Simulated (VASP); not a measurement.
# MgO (P3m1) in VASP: further runs

Runs on MgO. Level: LDA. Tasks: single point.

Program: VASP 6.6.1. These are calculated values, not measurements. Logs are shortened: lines on timing, memory, paths and dates and some standing lists are left out, and cuts for length are marked.

### Step 1. The cell of the first run

The structure is trigonal, space group P3m1 (No. 156). The conventional cell has a = 2.942 Å, b = 2.942 Å, c = 17.215 Å, α = 90.00°, β = 90.00°, γ = 120.00°. Within 2.8 Å of Mg (site symmetry 3m) lie 6 O at 2.08 Å. Mg (site symmetry 3m) has 6 O at 2.08 Å within 2.8 Å. Mg (site symmetry 3m) has 6 O at 2.08 Å within 2.8 Å. Mg (site symmetry 3m) has 6 O at 2.08 Å within 2.8 Å. Mg (site symmetry 3m) has 6 O at 2.08 Å within 2.8 Å. Within 2.8 Å of Mg (site symmetry 3m) lie 3 O at 2.08 Å. Within 2.8 Å of O (site symmetry 3m) lie 6 Mg at 2.08 Å. O (site symmetry 3m) has 6 Mg at 2.08 Å within 2.8 Å.

### Step 2. Single point, LDA

Input file INCAR:

```
ALGO     = Normal         # electronic algorithm
EDIFF    = 1E-6           # SCF threshold, eV
ENCUT    = 520            # plane-wave cutoff, eV
GGA      = CA             # functional
ISIF     = 2              # what is computed and relaxed
ISMEAR   = 0              # smearing method
LASPH    = True           # aspherical terms in the spheres
LCHARG   = False          # write CHGCAR
LREAL    = False          # projectors in reciprocal space
LWAVE    = False          # write WAVECAR
NBANDS   = 36             # bands
NELM     = 60             # most SCF steps
PREC     = Accurate       # precision mode
SIGMA    = 0.05           # smearing width, eV
```

Input file KPOINTS:

```
k-points
0
Gamma
  9 9 2
```

Input file POSCAR:

```
MgO
1.0
    2.0806186598     -2.0806186598      0.0000000000
    2.0806186598      0.0000000000     -2.0806186598
    9.9390553928      9.9390553928      9.9390553928
Mg O
6 6
Direct
    1.0000000000      0.0000000000      0.3140064992
    0.3333333333      0.3333333333      0.1744480551
    0.6666666667      0.6666666667      0.4535649433
    1.0000000000      1.0000000000      0.7326818316
    0.3333333333      0.3333333333      0.5931233875
    0.6666666667      0.6666666667      0.0348896110
    0.6666666667      0.6666666667      0.2442272772
    0.0000000000      0.0000000000      0.1046688331
    0.3333333333      0.3333333333      0.3837857213
    0.6666666667      0.6666666667      0.6629026095
    1.0000000000      1.0000000000      0.5233441654
    0.3333333333      0.3333333333      0.8024610536
```

Potentials or basis: VASP PAW LDA potentials, release 64 (Mg, O).

Run with:

```console
$ cat potpaw_LDA.64/Mg/POTCAR potpaw_LDA.64/O/POTCAR > POTCAR
$ mpirun -np 1 vasp_std > vasp.out
```

OUTCAR:

```text
EDIFF = 1E-6
   ENCUT = 520
   GGA = CA
   ISIF = 2
   ISMEAR = 0
   LASPH = True
   LREAL = False
   NELM = 60
   PREC = Accurate

 ion  position               nearest neighbor table
   1  0.000  0.000  0.314-   7 2.08   7 2.08   7 2.08   9 2.08   9 2.08   9 2.08   2 2.94   3 2.94
                             2 2.94   2 2.94   3 2.94   3 2.94
   2  0.333  0.333  0.174-   8 2.08   8 2.08   8 2.08   7 2.08   7 2.08   7 2.08   1 2.94   6 2.94
                             6 2.94   1 2.94   1 2.94   6 2.94
   3  0.667  0.667  0.454-   9 2.08   9 2.08   9 2.08  11 2.08  11 2.08  11 2.08   1 2.94   1 2.94
                             1 2.94   5 2.94   5 2.94   5 2.94
   4  0.000  0.000  0.733-  12 2.08  12 2.08  12 2.08  10 2.08  10 2.08  10 2.08   5 2.94   5 2.94
                             5 2.94
   5  0.333  0.333  0.593-  10 2.08  10 2.08  10 2.08  11 2.08  11 2.08  11 2.08   4 2.94   4 2.94
                             4 2.94   3 2.94   3 2.94   3 2.94
   6  0.667  0.667  0.035-   8 2.08   8 2.08   8 2.08   2 2.94   2 2.94   2 2.94
   7  0.667  0.667  0.244-   1 2.08   1 2.08   1 2.08   2 2.08   2 2.08   2 2.08
   8  0.000  0.000  0.105-   2 2.08   2 2.08   2 2.08   6 2.08   6 2.08   6 2.08
   9  0.333  0.333  0.384-   3 2.08   3 2.08   3 2.08   1 2.08   1 2.08   1 2.08
  10  0.667  0.667  0.663-   5 2.08   5 2.08   5 2.08   4 2.08   4 2.08   4 2.08
  11  0.000  0.000  0.523-   3 2.08   5 2.08   3 2.08   3 2.08   5 2.08   5 2.08
  12  0.333  0.333  0.802-   4 2.08   4 2.08   4 2.08

  LATTYP: Found a hexagonal cell.
 ALAT       =     2.9424391268
 C/A-ratio  =     5.8505709643

  Lattice vectors:

 A1 = (  -2.0806186598,   0.0000000000,   2.0806186598)
 A2 = (   2.0806186598,  -2.0806186598,   0.0000000000)
 A3 = (   9.9390553928,   9.9390553928,   9.9390553928)

Analysis of symmetry for initial positions (statically):
=====================================================================
 Subroutine PRICEL returns:
 Original cell was already a primitive cell.

 Routine SETGRP: Setting up the symmetry group for a
 hexagonal supercell.

 Subroutine GETGRP returns: Found  6 space group operations
 (whereof  6 operations were pure point group operations)
 out of a pool of 24 trial point group operations.

The static configuration has the point symmetry C_3v.

Analysis of symmetry for dynamics (positions and initial velocities):
=====================================================================
 Subroutine PRICEL returns:
 Original cell was already a primitive cell.

 Routine SETGRP: Setting up the symmetry group for a
 hexagonal supercell.

 Subroutine GETGRP returns: Found  6 space group operations
 (whereof  6 operations were pure point group operations)
 out of a pool of 24 trial point group operations.

The dynamic configuration has the point symmetry C_3v.

 Subroutine INISYM returns: Found  6 space group operations
 (whereof  6 operations are pure point group operations),
 and found     1 'primitive' translations

----------------------------------------------------------------------------------------

                                     Primitive cell

  volume of cell :     129.0777

  direct lattice vectors                    reciprocal lattice vectors
     2.080618660 -2.080618660  0.000000000     0.160208759 -0.320417518  0.160208759
     2.080618660  0.000000000 -2.080618660     0.160208759  0.160208759 -0.320417518
     9.939055393  9.939055393  9.939055393     0.033537728  0.033537728  0.033537728

  length of vectors
     2.942439127  2.942439127 17.214948920     0.392429712  0.392429712  0.058089048

  position of ions in fractional coordinates (direct lattice)
     0.000000000  0.000000000  0.314006499
     0.333333333  0.333333333  0.174448055
     0.666666667  0.666666667  0.453564943
     0.000000000  0.000000000  0.732681832
     0.333333333  0.333333333  0.593123388
     0.666666667  0.666666667  0.034889611
     0.666666667  0.666666667  0.244227277
     0.000000000  0.000000000  0.104668833
     0.333333333  0.333333333  0.383785721
     0.666666667  0.666666667  0.662902610
     0.000000000  0.000000000  0.523344165
     0.333333333  0.333333333  0.802461054

  ion indices of the primitive-cell ions
   primitive index   ion index
                 1           1
                 2           2
                 3           3
                 4           4
                 5           5
                 6           6
                 7           7
                 8           8
                 9           9
                10          10
                11          11
                12          12

----------------------------------------------------------------------------------------

 KPOINTS: k-points

Automatic generation of k-mesh.
 Grid dimensions read from file:
 generate k-points for:    9    9    2

 Generating k-lattice:

  Cartesian coordinates                     Fractional coordinates (reciprocal lattice)
     0.017800973 -0.035601946  0.017800973     0.111111111  0.000000000  0.000000000
     0.017800973  0.017800973 -0.035601946     0.000000000  0.111111111  0.000000000
     0.016768864  0.016768864  0.016768864     0.000000000  0.000000000  0.500000000

  Length of vectors
     0.043603301  0.043603301  0.029044524

  Shift w.r.t. Gamma in fractional coordinates (k-lattice)
     0.000000000  0.000000000  0.000000000

 Subroutine IBZKPT returns following result:
 ===========================================

 Found     24 irreducible k-points:

 Following reciprocal coordinates:
            Coordinates               Weight
  0.000000  0.000000  0.000000      1.000000
  0.111111  0.000000  0.000000      6.000000
  0.222222  0.000000  0.000000      6.000000
  0.333333  0.000000  0.000000      6.000000
  0.444444  0.000000  0.000000      6.000000
  0.222222  0.111111  0.000000      6.000000
[... 16 lines left out ...]
 -0.444444  0.222222  0.500000     12.000000
 -0.333333  0.333333  0.500000      2.000000
   k-points           NKPTS =     24   k-points in BZ     NKDIM =     24   number of bands    NBANDS=     36
   number of dos      NEDOS =    301   number of ions     NIONS =     12
   total plane-waves  NPLWV =  73728
   dimension x,y,z NGX =    24 NGY =   24 NGZ =  128
   dimension x,y,z NGXF=    48 NGYF=   48 NGZF=  256
   ions per type =               6   6
   NGX,Y,Z   is equivalent  to a cutoff of  13.56, 13.56, 12.36 a.u.
   NGXF,Y,Z  is equivalent  to a cutoff of  27.12, 27.12, 24.72 a.u.
 SYSTEM =  unknown system
   PREC   = accura    normal or accurate (medium, high low for compatibility)
   ISTART =      0    job   : 0-new  1-cont  2-samecut
   ICHARG =      2    charge: 1-file 2-atom 10-const
   ISPIN  =      1    spin polarized calculation?
   LNONCOLLINEAR =      F non collinear calculations
   LSORBIT =      F    spin-orbit coupling
   LASPH  =      T    aspherical Exc in radial PAW
   ENCUT  =  520.0 eV  38.22 Ry    6.18 a.u.   5.47  5.47 32.01*2*pi/ulx,y,z
   NELM   =     60;   NELMIN=  2; NELMDL= -5     # of ELM steps
   EDIFF  = 0.1E-05   stopping-criterion for ELM
   LREAL  =      F    real-space projection
   EDIFFG = 0.1E-04   stopping-criterion for IOM
   NSW    =      0    number of steps for IOM
   IBRION =     -1    ionic relax: 0-MD 1-quasi-New 2-CG
   NFREE  =      0    steps in history (QN), initial steepest desc. (CG)
   ISIF   =      2    stress and relaxation
   ISYM   =      2    0-nonsym 1-usesym 2-fastsym
   POTIM  = 0.5000    time-step for ionic-motion
   TEBEG  =    0.0;   TEEND  =   0.0 temperature during run
   PSTRESS=    0.0 pullay stress
   NELECT =      48.0000    total number of electrons
   NUPDOWN=      -1.0000    fix difference up-down
   EMIN   =  10.00;   EMAX   =-10.00  energy-range for DOS
   EFERMI =   0.00;   METHOD = LEGACY
   ISMEAR =     0;   SIGMA  =   0.05  broadening in eV -4-tet -1-fermi 0-gaus
   EFERMI_NEDOS =   21; number of points for ismear=-14 and -15
   IALGO  =     38    algorithm
   IMIX   =      4    mixing-type and parameters
     AMIX     =   0.40;   BMIX     =  1.00
     AMIX_MAG =   1.60;   BMIX_MAG =  1.00
  volume/ion in A,a.u.               =      10.76        72.59
  Fermi-wavevector in a.u.,A,eV,Ry     =   1.177257  2.224694 18.856793  1.385935
  Thomas-Fermi vector in A             =   2.313607
   LORBIT       =      0    0 simple, 1 ext, 2 COOP (PROOUT), +10 PAW based schemes
   GGA     = CA    functional components
   LHFCALC =     F    Hartree Fock is set to
   AEXX    =    0.0000 exact exchange contribution
   IVDW    =     0    specifies the selected vdW correction
   LEPSILON=     F    determine dielectric tensor
   LRPA    =     F    only Hartree local field effects (RPA)
 non-spin polarized calculation
 Gauss-broadening in eV      SIGMA  =   0.05
  energy-cutoff  :      520.00
  volume of cell :      129.08
 maximum number of plane-waves:      3568
 NGX is ok and might be reduce to    24
   NGX = 11   NGY = 11   NGZ = 65

 number of electron      47.9999992 magnetization

 Free energy of the ion-electron system (eV)
  ---------------------------------------------------
  ext. energy  EPLUGINS =         0.00000000
  ---------------------------------------------------
  free energy    TOTEN  =       -74.87905903 eV

  energy without entropy =      -74.87500731  energy(sigma->0) =      -74.87703317

 E-fermi :   3.4481     XC(G=0): -10.6868

 val. band max:        3.3981880222   @ k =   0.3333   0.1111  -0.0000
 cond. band min:       3.4702508819   @ k =   0.3333   0.0000   0.5000
 fundamental gap:      0.0720628598
 Fermi energy:         3.4481228385

 k-point     1 :       0.0000    0.0000    0.0000
  band No.  band energies     occupation
      1     -17.1801      2.00000
      2     -16.1886      2.00000
      3     -15.3527      2.00000
      4     -14.5321      2.00000
      5     -13.6439      2.00000
      6     -12.0642      2.00000
[... 28 lines left out ...]
     35      14.8568      0.00000
     36      15.6210      0.00000
[... 866 lines left out ...]
      6     -11.3272      2.00000
[... 28 lines left out ...]
     35      13.3230      0.00000
     36      13.4472      0.00000

------------------------ aborting loop because EDIFF is reached ----------------------------------------

  FORCE on cell =-STRESS in cart. coord.  units (eV):
  Direction    XX          YY          ZZ          XY          YZ          ZX
  --------------------------------------------------------------------------------------
  -------------------------------------------------------------------------------------
  Total       -1.4809724     -1.4809724     -1.4809724     -0.6095992     -0.6095992     -0.6095992
  in kB      -18.3825692    -18.3825692    -18.3825692     -7.5666502     -7.5666502     -7.5666502
  external PRESSURE =     -18.3825692 kB  Pullay stress =       0.0000000 kB

 VOLUME and BASIS-vectors are now :
 -----------------------------------------------------------------------------
  energy-cutoff  :      520.00
  volume of cell :      129.08
      direct lattice vectors                 reciprocal lattice vectors
     2.080618660 -2.080618660  0.000000000     0.160208759 -0.320417518  0.160208759
     2.080618660  0.000000000 -2.080618660     0.160208759  0.160208759 -0.320417518
     9.939055393  9.939055393  9.939055393     0.033537728  0.033537728  0.033537728

 POSITION                                       TOTAL-FORCE (eV/Angst)
 -----------------------------------------------------------------------------------
      3.12093      3.12093      3.12093         0.382017      0.382017      0.382017
      3.12093      1.04031      1.04031         0.434867      0.434867      0.434867
      7.28217      3.12093      3.12093         0.382756      0.382756      0.382756
      7.28217      7.28217      7.28217         0.769629      0.769629      0.769629
      7.28217      5.20155      5.20155         0.385426      0.385426      0.385426
      3.12093     -1.04031     -1.04031        -0.311369     -0.311369     -0.311369
      5.20155      1.04031      1.04031        -0.376840     -0.376840     -0.376840
      1.04031      1.04031      1.04031        -0.091749     -0.091749     -0.091749
      5.20155      3.12093      3.12093        -0.380987     -0.380987     -0.380987
      9.36278      5.20155      5.20155        -0.450465     -0.450465     -0.450465
      5.20155      5.20155      5.20155        -0.384896     -0.384896     -0.384896
      9.36278      7.28217      7.28217        -0.358389     -0.358389     -0.358389
 -----------------------------------------------------------------------------------
    total drift:                               -0.000003     -0.000003     -0.000003

  FREE ENERGIE OF THE ION-ELECTRON SYSTEM (eV)
  ---------------------------------------------------
  free  energy   TOTEN  =       -74.8790590301 eV

  energy  without entropy=      -74.8750073055  energy(sigma->0) =      -74.87703317
```

It took 78 s on 1 thread of Intel Xeon 6975P-C (Granite Rapids), shared host; peak memory 0.25 GiB.

Results:

| Quantity | Value |
| --- | --- |
| Free energy | -74.8791 eV |
| Pressure | -1.8 GPa |
| Largest force | 1.333 eV/Å |
| Band gap on the k mesh | zero (band 24 reaches 3.89 eV, above the bottom of band 25 at 3.40 eV) |

Forces on the atoms (eV/Å):
```
Mg   0.382  0.382  0.382
Mg   0.435  0.435  0.435
Mg   0.383  0.383  0.383
Mg   0.770  0.770  0.770
Mg   0.385  0.385  0.385
Mg  -0.311 -0.311 -0.311
O   -0.377 -0.377 -0.377
O   -0.092 -0.092 -0.092
O   -0.381 -0.381 -0.381
O   -0.450 -0.450 -0.450
O   -0.385 -0.385 -0.385
O   -0.358 -0.358 -0.358
```

Stress tensor (GPa, compression positive):
```
-1.84 -0.76 -0.76
-0.76 -1.84 -0.76
-0.76 -0.76 -1.84
```

Caveat: forces of over 1 eV/Å act on the atoms, so gaps and moduli don't describe the material at rest.

### Step 3. Single point, LDA

This run uses another cell than the first one, of 9.23 Å³/atom, 0.858 times its volume.

Input file INCAR:

```
PREC     = Accurate       # precision mode
ENCUT    = 520            # plane-wave cutoff, eV
EDIFF    = 1E-6           # SCF threshold, eV
ISMEAR   = 0              # smearing method
SIGMA    = 0.05           # smearing width, eV
LREAL    = False          # projectors in reciprocal space
LASPH    = True           # aspherical terms in the spheres
NELM     = 80             # most SCF steps
ALGO     = Normal         # electronic algorithm
ISIF     = 2              # what is computed and relaxed
LWAVE    = False          # write WAVECAR
LCHARG   = False          # write CHGCAR
NBANDS   = 36             # bands
```

Input file KPOINTS:

```
regular mesh
0
Gamma
  9 9 2
```

Input file POSCAR:

```
MgO
1.0
    2.0806186598     -2.0806186598      0.0000000000
    2.0806186598      0.0000000000     -2.0806186598
    8.5245472333      8.5245472333      8.5245472333
Mg O
6 6
Direct
    1.0000000000      0.0000000000      0.3661107041
    0.3333333333      0.3333333333      0.2033948356
    0.6666666667      0.6666666667      0.5288265726
    1.0000000000      1.0000000000      0.8542583096
    0.3333333333      0.3333333333      0.6915424411
    0.6666666667      0.6666666667      0.0406789671
    0.6666666667      0.6666666667      0.2847527699
    0.0000000000      0.0000000000      0.1220369014
    0.3333333333      0.3333333333      0.4474686383
    0.6666666667      0.6666666667      0.7729003753
    1.0000000000      1.0000000000      0.6101845068
    0.3333333333      0.3333333333      0.9356162438
```

Potentials or basis: VASP PAW LDA potentials, release 64 (Mg, O).

Run with:

```console
$ cat potpaw_LDA.64/Mg/POTCAR potpaw_LDA.64/O/POTCAR > POTCAR
$ mpirun -np 1 vasp_std > vasp.out
```

Run time: 47 s. Hardware: 1 thread of Intel Xeon 6975P-C (Granite Rapids), shared host; peak memory 0.24 GiB.

It converged, with:

```
Free energy            : -80.0673 eV
Pressure               : -4.6 GPa
Largest force          : 2.698 eV/Å
Band gap on the k mesh : 3.19 eV, direct
```

Forces on the atoms (eV/Å):
```
Mg   0.198  0.198  0.198
Mg   0.193  0.193  0.193
Mg   0.198  0.198  0.198
Mg   0.608  0.608  0.608
Mg   0.196  0.196  0.196
Mg  -1.558 -1.558 -1.558
O   -0.197 -0.197 -0.197
O   -0.219 -0.219 -0.219
O   -0.198 -0.198 -0.198
O   -0.196 -0.196 -0.196
O   -0.198 -0.198 -0.198
O    1.172  1.172  1.172
```

Stress tensor (GPa, compression positive):
```
-4.62 -2.73 -2.73
-2.73 -4.62 -2.73
-2.73 -2.73 -4.62
```

Levels at points of the mesh, in eV from the valence-band top:
| k point | band 20 | band 21 | band 22 | band 23 | band 24 | band 25 | band 26 | band 27 | band 28 | band 29 |
| --- | --- | --- | --- | --- | --- | --- | --- | --- | --- | --- |
| (0.00, 0.00, 0.00) | -1.15 | -0.90 | -0.90 | 0.00 | 0.00 | 3.19 | 4.69 | 5.17 | 6.16 | 6.59 |
| (0.00, 0.00, 0.50) | -1.36 | -0.90 | -0.90 | 0.00 | 0.00 | 3.36 | 4.26 | 5.66 | 5.99 | 6.53 |

Caveat: forces of over 1 eV/Å act on the atoms, so gaps and moduli don't describe the material at rest. A k mesh can miss the band edges.
